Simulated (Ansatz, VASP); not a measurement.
# Two plane-wave programs on Lu3Bi

```
Lu Bi
1.0
     3.53862    0.00000    0.00000
    -1.76931    3.06453    0.00000
     0.00000    0.00000   10.66819
Lu Bi
3 1
Direct
  0.00000 0.00000 0.00000
  0.66667 0.33333 0.74485
  0.66667 0.33333 0.25515
  0.00000 0.00000 0.50000
```

Change from the starting cell: species swapped into the Mg3Zn type (P-6m2, No. 187).

Alike in both runs: functional PBE; k mesh 6 × 6 × 2; occupations gaussian, width 0.1 eV; no spin polarisation.

Ansatz relaxed the structure, and its values are those at the end. VASP's run is a single point on that final structure, the one shown.

|  | VASP | Ansatz |
| --- | --- | --- |
| version | VASP 6.6.1 | Ansatz 0.2.0 |
| potentials or method | VASP PAW PBE potentials, release 64 (Lu, Bi_d), cutoff 520 eV | scalar-relativistic, plane waves, PAW |
| valence electrons in the cell | 90 | 90 |

|  | VASP | Ansatz | Ansatz less VASP |
| --- | --- | --- | --- |
| gap on the k mesh at the Fermi level (eV) | none | none | - |
| pressure (GPa) | -5.0 | 0.1 | +5.04 |
| rms of the force components (eV/Å) | 0.010 | 0.015 | +0.0057 |

A gap of «none» marks a metal or a gap that the smearing closes. One of these differences is far larger than is usual between the two programs; its cause wasn't traced. The functional is the same, so the differences come from potentials, cutoffs and numerics.

Spin-orbit coupling is off throughout.
